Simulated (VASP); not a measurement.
Set up this calculation in VASP 6.6.1, as the native input.

- Task: single point
- Functional: LDA
- Potentials or basis: VASP PAW LDA potentials, release 64 (Zr_sv, S)
- Cutoff: 520 eV
- k mesh: 16 × 16 × 16
- Occupations: gaussian, width 0.15 eV
- Spin: no spin polarisation
- Dipole correction: no
- Further INCAR settings: ALGO = Normal; EDIFF = 1e-06; NBANDS = 16

The structure of ZrS lies in POSCAR:

```
ZrS
1.0
    0.0000000000      2.5671447250      2.5671447250
    2.6870303837      0.0000000000      2.5671447250
    2.6870303837      2.5671447250      0.0000000000
Zr S
1 1
Direct
   -0.0110205862      0.0110205862      0.0110205862
    0.5313577958      0.4686422042      0.4686422042
```

This cell differs from its parent crystal: atoms displaced along a vibrational mode, the cell strained.

One way to write it, as run:

INCAR

```
PREC = Accurate
ENCUT = 520
EDIFF = 1E-6
ISMEAR = 0
SIGMA = 0.15
LREAL = False
LASPH = True
NELM = 100
ALGO = Normal
ISIF = 2
LWAVE = False
LCHARG = False
GGA = CA
NBANDS = 16
```

KPOINTS

```
Automatic mesh
0
Gamma
  16 16 16
```

Potentials or basis: VASP PAW LDA potentials, release 64 (Zr_sv, S).

The run is started by

```console
$ cat potpaw_LDA.64/Zr_sv/POTCAR potpaw_LDA.64/S/POTCAR > POTCAR
$ mpirun -np 1 vasp_std > vasp.out
```

Results of the run:

```yaml
Pressure: -3.2 GPa
Largest_force: 0.818 eV/Å
Band_gap_on_the_k_mesh: zero (bands 9 and 10 overlap by 2.35 eV)
```

Caveat: the cell differs from its parent crystal (atoms displaced along a vibrational mode, the cell strained); the cell stands under tension.

Run time: 90 s on 1 thread of Intel(R) Xeon(R) Platinum 8488C (Sapphire Rapids) (shared host), peak memory 0.29 GiB.
